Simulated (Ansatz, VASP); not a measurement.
**One calculation of Ge, two programs**

The input INCAR:

```
SYSTEM = Ge
PREC     = Accurate       ! precision mode
ENCUT    = 520            ! plane-wave cutoff, eV
EDIFF    = 1E-7           ! SCF threshold, eV
ISMEAR   = 0              ! smearing method
SIGMA    = 0.15           ! smearing width, eV
LREAL    = .FALSE.        ! projectors in reciprocal space
LASPH    = .TRUE.         ! aspherical terms in the spheres
NELM     = 100            ! most SCF steps
ALGO     = Normal         ! electronic algorithm
ISIF     = 2              ! what is computed and relaxed
LWAVE    = .FALSE.        ! write WAVECAR
LCHARG   = .FALSE.        ! write CHGCAR
GGA      = PS             ! functional
NBANDS   = 66             ! bands
```

Contents of KPOINTS:

```
Automatic mesh
0
G
  12 12 4
  0 0 0
```

POSCAR

```
Ge
1.0
    4.0041644970      0.0000000000      0.0000000000
   -2.0020822485      3.4677081753      0.0000000000
    0.0000000000      0.0000000000     13.1450496070
Ge
8
Direct
    0.0000000000      0.0000000000      0.4068073295
    0.0000000000      0.0000000000      0.5931926705
    0.0000000000      0.0000000000      0.9068073295
    0.0000000000      0.0000000000      0.0931926705
    0.3333333333      0.6666666667      0.3441392333
    0.6666666667      0.3333333333      0.6558607667
    0.6666666667      0.3333333333      0.8441392333
    0.3333333333      0.6666666667      0.1558607667
```

Input for Ansatz:

```yaml
crystal:
  lattice:
    - [4.004164497, 0.0, 0.0]
    - [-2.0020822485, 3.4677081753, 0.0]
    - [0.0, 0.0, 13.145049607]
  atoms:
    - { symbol: Ge, position: [0.0, 0.0, 0.4068073295] }
    - { symbol: Ge, position: [0.0, 0.0, 0.5931926705] }
    - { symbol: Ge, position: [0.0, 0.0, 0.9068073295] }
    - { symbol: Ge, position: [0.0, 0.0, 0.0931926705] }
    - { symbol: Ge, position: [0.3333333333, 0.6666666667, 0.3441392333] }
    - { symbol: Ge, position: [0.6666666667, 0.3333333333, 0.6558607667] }
    - { symbol: Ge, position: [0.6666666667, 0.3333333333, 0.8441392333] }
    - { symbol: Ge, position: [0.3333333333, 0.6666666667, 0.1558607667] }
basis:
  ecutwfc: 420
kpoints:
  mp_grid: { grid: [12, 12, 4] }
hamiltonian:
  xc: pbesol
scf:
  occupations: { method: gaussian, width: 0.15 }
output:
  forces: true
  stress: true
  eigenvalues: true
```

Alike in both runs: task single point; functional PBEsol; k mesh 12 × 12 × 4; occupations gaussian, width 0.15 eV; no spin polarisation.

|  | VASP | Ansatz |
| --- | --- | --- |
| version | VASP 6.6.1 | Ansatz 0.2.0 |
| potentials or method | VASP PAW PBE potentials, release 64 (Ge_d), cutoff 520 eV | scalar-relativistic, plane waves, PAW |
| valence electrons in the cell | 112 | 112 |

VASP gave:

```
gap on the k mesh at the Fermi level (eV) : none
pressure (GPa)                            : -0.1
```

Problem. Estimate Ansatz's values.

Solution. gap on the k mesh at the Fermi level (eV): none; pressure (GPa): 0.0.

VASP's potentials were made for PBE, not for PBEsol. A gap of «none» marks a metal or a gap that the smearing closes. The functional is the same, so the differences come from potentials, cutoffs and numerics.
